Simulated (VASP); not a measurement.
# Si10H4Cl in VASP: further runs, part 3 of 3

VASP 6.6.1.

## (5) Single point, PBEsol

INCAR reads:

```
SYSTEM = Si10H4Cl
PREC = Accurate
ENCUT = 520
EDIFF = 1E-7
ISMEAR = -1
SIGMA = 0.02
LREAL = Auto
LASPH = .True.
NELM = 80
ALGO = Normal
ISIF = 2
LWAVE = .False.
LCHARG = .False.
GGA = PS
NBANDS = 72
```

KPOINTS reads:

```
Automatic mesh
0
Gamma
  2 2 1
  0 0 0
```

POSCAR reads:

```
Si10H4Cl
1.0
    7.6791800000      0.0000000000      0.0000000000
    0.0000000000      7.6791800000      0.0000000000
    0.0000000000      0.0000000000     19.2555000000
H Si Cl
8 20 2
Direct
    0.4093920184      0.0000000000      0.0519332139
    0.0906079816      0.0000000000      0.0519332139
    0.9093920184      0.0000000000      0.0519332139
    0.5906079816      0.0000000000      0.0519332139
    0.4093920184      0.5000000000      0.0519332139
    0.0906079816      0.5000000000      0.0519332139
    0.9093920184      0.5000000000      0.0519332139
    0.5906079816      0.5000000000      0.0519332139
    0.2500000000      0.0000000000      0.0968814105
    0.7500000000      0.0000000000      0.0968814105
    0.2500000000      0.5000000000      0.0968814105
    0.7500000000      0.5000000000      0.0968814105
    0.2571626137      0.2491931430      0.1636147594
    0.7577837738      0.2512554726      0.1642139129
    0.2473773241      0.7497068697      0.1697231960
    0.7467823387      0.7496939777      0.1680412350
    0.0093334184      0.2413403514      0.2341279115
    0.5060455674      0.2401518131      0.2312010075
   -0.0066615185      0.7528366310      0.2408861884
    0.4990686506      0.7522632625      0.2409943652
   -0.0238405663      0.0060580687      0.3106995404
    0.5146704466      0.0076262049      0.3093898367
   -0.0308684000      0.4935207926      0.3069831996
    0.4986183421      0.4874771786      0.3038998208
    0.2447454025      0.0744836037      0.3623157020
    0.7435743139      0.0622011725      0.3897854639
    0.2319307530      0.3800552924      0.3377254291
    0.7328634047      0.3723634555      0.3709780063
    0.7387407249      0.5054172451      0.4656228610
    0.2541215338      0.0397237726      0.4691793514
```

Potentials or basis: VASP PAW PBE potentials, release 64 (H, Si, Cl).

The run is started by

```console
cat potpaw_PBE.64/H/POTCAR potpaw_PBE.64/Si/POTCAR potpaw_PBE.64/Cl/POTCAR > POTCAR
mpirun -np 1 vasp_std > vasp.out
```

OUTCAR:

```text
SYSTEM = Si10H4Cl
   PREC = Accurate
   ENCUT = 520
   EDIFF = 1E-7
   ISMEAR = -1
   LREAL = Auto
   LASPH = .True.
   NELM = 80
   ISIF = 2
   GGA = PS

 ion  position               nearest neighbor table
   1  0.409  0.000  0.052-   9 1.50
   2  0.091  0.000  0.052-   9 1.50
   3  0.909  0.000  0.052-  10 1.50
   4  0.591  0.000  0.052-  10 1.50
   5  0.409  0.500  0.052-  11 1.50
   6  0.091  0.500  0.052-  11 1.50
   7  0.909  0.500  0.052-  12 1.50
   8  0.591  0.500  0.052-  12 1.50
   9  0.250  0.000  0.097-   1 1.50   2 1.50  13 2.31  15 2.38
  10  0.750  0.000  0.097-   3 1.50   4 1.50  14 2.33  16 2.36
  11  0.250  0.500  0.097-   5 1.50   6 1.50  13 2.32  15 2.38
  12  0.750  0.500  0.097-   7 1.50   8 1.50  14 2.31  16 2.36
  13  0.257  0.249  0.164-   9 2.31  18 2.31  11 2.32  17 2.34
  14  0.758  0.251  0.164-  12 2.31  10 2.33  18 2.33  17 2.36
  15  0.247  0.750  0.170-  20 2.37  11 2.38   9 2.38  19 2.38
  16  0.747  0.750  0.168-  19 2.36  12 2.36  10 2.36  20 2.36
  17  0.009  0.241  0.234-  13 2.34  21 2.35  14 2.36  23 2.41  27 2.83
  18  0.506  0.240  0.231-  13 2.31  14 2.33  22 2.34  24 2.36  27 3.13
  19  0.993  0.753  0.241-  16 2.36  21 2.37  23 2.37  15 2.38
  20  0.499  0.752  0.241-  16 2.36  22 2.37  24 2.37  15 2.37
  21  0.976  0.006  0.311-  17 2.35  25 2.35  19 2.37  26 2.39
  22  0.515  0.008  0.309-  18 2.34  20 2.37  25 2.37  26 2.38
  23  0.969  0.494  0.307-  27 2.28  19 2.37  28 2.38  17 2.41
  24  0.499  0.487  0.304-  27 2.30  18 2.36  20 2.37  28 2.38
  25  0.245  0.074  0.362-  30 2.08  21 2.35  22 2.37  27 2.40
  26  0.744  0.062  0.390-  22 2.38  21 2.39  28 2.41
  27  0.232  0.380  0.338-  23 2.28  24 2.30  25 2.40  17 2.83  18 3.13
  28  0.733  0.372  0.371-  29 2.09  23 2.38  24 2.38  26 2.41
  29  0.739  0.505  0.466-  28 2.09
  30  0.254  0.040  0.469-  25 2.08

  LATTYP: Found a simple tetragonal cell.
 ALAT       =     7.6791800000
 C/A-ratio  =     2.5074942898

  Lattice vectors:

 A1 = (   7.6791800000,   0.0000000000,   0.0000000000)
 A2 = (   0.0000000000,   7.6791800000,   0.0000000000)
 A3 = (   0.0000000000,   0.0000000000,  19.2555000000)

Analysis of symmetry for initial positions (statically):
=====================================================================
 Subroutine PRICEL returns:
 Original cell was already a primitive cell.

 Routine SETGRP: Setting up the symmetry group for a
 simple tetragonal supercell.

 Subroutine GETGRP returns: Found  1 space group operations
 (whereof  1 operations were pure point group operations)
 out of a pool of 16 trial point group operations.

The static configuration has the point symmetry C_1 .

Analysis of symmetry for dynamics (positions and initial velocities):
=====================================================================
 Subroutine PRICEL returns:
 Original cell was already a primitive cell.

 Routine SETGRP: Setting up the symmetry group for a
 simple tetragonal supercell.

 Subroutine GETGRP returns: Found  1 space group operations
 (whereof  1 operations were pure point group operations)
 out of a pool of 16 trial point group operations.

The dynamic configuration has the point symmetry C_1 .

[... 106 lines left out ...]

 Found      4 irreducible k-points:

 Following reciprocal coordinates:
            Coordinates               Weight
  0.000000  0.000000  0.000000      1.000000
  0.500000  0.000000  0.000000      1.000000
  0.000000  0.500000  0.000000      1.000000
  0.500000  0.500000  0.000000      1.000000
   k-points           NKPTS =      4   k-points in BZ     NKDIM =      4   number of bands    NBANDS=     72
   number of dos      NEDOS =    301   number of ions     NIONS =     30
   total plane-waves  NPLWV = 518400
   dimension x,y,z NGX =    60 NGY =   60 NGZ =  144
   dimension x,y,z NGXF=   120 NGYF=  120 NGZF=  288
   ions per type =               8  20   2
   NGX,Y,Z   is equivalent  to a cutoff of  12.99, 12.99, 12.43 a.u.
   NGXF,Y,Z  is equivalent  to a cutoff of  25.98, 25.98, 24.87 a.u.
 SYSTEM =  Si10H4Cl
   PREC   = accura    normal or accurate (medium, high low for compatibility)
   ISTART =      0    job   : 0-new  1-cont  2-samecut
   ICHARG =      2    charge: 1-file 2-atom 10-const
   ISPIN  =      1    spin polarized calculation?
   LNONCOLLINEAR =      F non collinear calculations
   LSORBIT =      F    spin-orbit coupling
   LASPH  =      T    aspherical Exc in radial PAW
   ENCUT  =  520.0 eV  38.22 Ry    6.18 a.u.  14.28 14.28 35.80*2*pi/ulx,y,z
   NELM   =     80;   NELMIN=  2; NELMDL= -5     # of ELM steps
   EDIFF  = 0.1E-06   stopping-criterion for ELM
   LREAL  =      T    real-space projection
   EDIFFG = 0.1E-05   stopping-criterion for IOM
   NSW    =      0    number of steps for IOM
   IBRION =     -1    ionic relax: 0-MD 1-quasi-New 2-CG
   NFREE  =      0    steps in history (QN), initial steepest desc. (CG)
   ISIF   =      2    stress and relaxation
   ISYM   =      2    0-nonsym 1-usesym 2-fastsym
   POTIM  = 0.5000    time-step for ionic-motion
   TEBEG  =    0.0;   TEEND  =   0.0 temperature during run
   PSTRESS=    0.0 pullay stress
   NELECT =     102.0000    total number of electrons
   NUPDOWN=      -1.0000    fix difference up-down
   EMIN   =  10.00;   EMAX   =-10.00  energy-range for DOS
   EFERMI =   0.00;   METHOD = LEGACY
   ISMEAR =    -1;   SIGMA  =   0.02  broadening in eV -4-tet -1-fermi 0-gaus
   EFERMI_NEDOS =   21; number of points for ismear=-14 and -15
   IALGO  =     38    algorithm
   IMIX   =      4    mixing-type and parameters
     AMIX     =   0.40;   BMIX     =  1.00
     AMIX_MAG =   1.60;   BMIX_MAG =  1.00
  volume/ion in A,a.u.               =      37.85       255.42
  Fermi-wavevector in a.u.,A,eV,Ry     =   0.733185  1.385518  7.313945  0.537560
  Thomas-Fermi vector in A             =   1.825831
   LORBIT       =      0    0 simple, 1 ext, 2 COOP (PROOUT), +10 PAW based schemes
   GGA     = PS    functional components
   LHFCALC =     F    Hartree Fock is set to
   AEXX    =    0.0000 exact exchange contribution
   IVDW    =     0    specifies the selected vdW correction
   LEPSILON=     F    determine dielectric tensor
   LRPA    =     F    only Hartree local field effects (RPA)
 non-spin polarized calculation
  energy-cutoff  :      520.00
  volume of cell :     1135.49
 maximum number of plane-waves:     30548
 NGX is ok and might be reduce to    60
   NGX = 29   NGY = 29   NGZ = 71

 number of electron     101.9999997 magnetization

 Free energy of the ion-electron system (eV)
  ---------------------------------------------------
  ext. energy  EPLUGINS =         0.00000000
  ---------------------------------------------------
  free energy    TOTEN  =      -141.99778839 eV

  energy without entropy =     -141.99761430  energy(sigma->0) =     -141.99770135

 E-fermi :  -0.7314     XC(G=0):  -4.6722

 val. band max:       -0.8675966731   @ k =   0.5000   0.5000   0.0000
 cond. band min:      -0.5944373440   @ k =   0.0000   0.0000   0.0000
 fundamental gap:      0.2731593291
 Fermi energy:        -0.7313798601

 k-point     1 :       0.0000    0.0000    0.0000
  band No.  band energies     occupation
      1     -16.5635      2.00000
      2     -16.3993      2.00000
      3     -12.5153      2.00000
      4     -11.3180      2.00000
      5     -10.6438      2.00000
      6     -10.5756      2.00000
[... 253 lines left out ...]
     62       2.5177      0.00000
     63       2.6278      0.00000
 [bands above 63 left out]

------------------------ aborting loop because EDIFF is reached ----------------------------------------

  FORCE on cell =-STRESS in cart. coord.  units (eV):
  Direction    XX          YY          ZZ          XY          YZ          ZX
  --------------------------------------------------------------------------------------
  -------------------------------------------------------------------------------------
  Total       12.9912506     -0.2720343      0.4465953     -0.4212245      0.0189751     -0.0004946
  in kB       18.3306154     -0.3838396      0.6301446     -0.5943465      0.0267738     -0.0006979
  external PRESSURE =       6.1923068 kB  Pullay stress =       0.0000000 kB

 VOLUME and BASIS-vectors are now :
 -----------------------------------------------------------------------------
  energy-cutoff  :      520.00
  volume of cell :     1135.49
      direct lattice vectors                 reciprocal lattice vectors
     7.679180000  0.000000000  0.000000000     0.130222237  0.000000000  0.000000000
     0.000000000  7.679180000  0.000000000     0.000000000  0.130222237  0.000000000
     0.000000000  0.000000000 19.255500000     0.000000000  0.000000000  0.051933214

 POSITION                                       TOTAL-FORCE (eV/Angst)
 -----------------------------------------------------------------------------------
      3.14379      0.00000      1.00000        -0.447955     -0.113717     -0.056962
      0.69580      0.00000      1.00000         0.480616     -0.061485     -0.055452
      6.98338      0.00000      1.00000        -0.481570     -0.103972     -0.073444
      4.53539      0.00000      1.00000         0.426392      0.043639     -0.030205
      3.14379      3.83959      1.00000        -0.455788      0.083834     -0.046689
      0.69580      3.83959      1.00000         0.473954      0.044291     -0.036674
[... 22 lines left out ...]
      5.67292      3.88119      8.96580         0.000386     -0.019672     -0.020829
      1.95144      0.30505      9.03428        -0.000000      0.002434     -0.020540
 -----------------------------------------------------------------------------------
    total drift:                               -0.008002      0.000918     -0.010070

  FREE ENERGIE OF THE ION-ELECTRON SYSTEM (eV)
  ---------------------------------------------------
  free  energy   TOTEN  =      -141.9977883890 eV

  energy  without entropy=     -141.9976143041  energy(sigma->0) =     -141.99770135
```

Wall time 15 min (1 thread of Oxide Virtual Turin-like, shared host); peak memory 1 GiB.

Results:

```yaml
Free_energy: -141.9978 eV
Largest_force: 0.507 eV/Å
Band_gap_on_the_k_mesh: 0.27 eV (least direct gap 0.47 eV)
```

Forces in eV/Å, atoms in the order of the input:
```
H   -0.448 -0.114 -0.057
H    0.481 -0.061 -0.055
H   -0.482 -0.104 -0.073
H    0.426  0.044 -0.030
H   -0.456  0.084 -0.047
H    0.474  0.044 -0.037
H   -0.495  0.086 -0.072
H    0.443 -0.019 -0.039
Si  -0.098 -0.324  0.083
Si   0.134 -0.200  0.095
Si  -0.060  0.295  0.179
Si   0.075  0.268  0.014
Si   0.010 -0.010 -0.009
Si   0.003  0.007 -0.003
Si  -0.002 -0.003 -0.003
Si  -0.003  0.000 -0.003
Si   0.025 -0.001 -0.003
Si   0.005  0.001 -0.009
Si   0.002  0.002 -0.002
Si   0.003  0.002  0.003
Si  -0.002 -0.011  0.002
Si  -0.005 -0.003 -0.008
Si  -0.013  0.010  0.002
Si  -0.005  0.006 -0.008
Si   0.003 -0.005  0.048
Si  -0.001 -0.002  0.018
Si  -0.011 -0.012 -0.001
Si  -0.005  0.036  0.056
Cl   0.000 -0.020 -0.021
Cl   0.000  0.002 -0.021
```

Caveat: there is no dipole correction, which matters where the two faces differ; semilocal functionals underestimate gaps, and a narrow one can read as zero; the PAW data sets were made with another functional, which shifts forces and pressure a little.
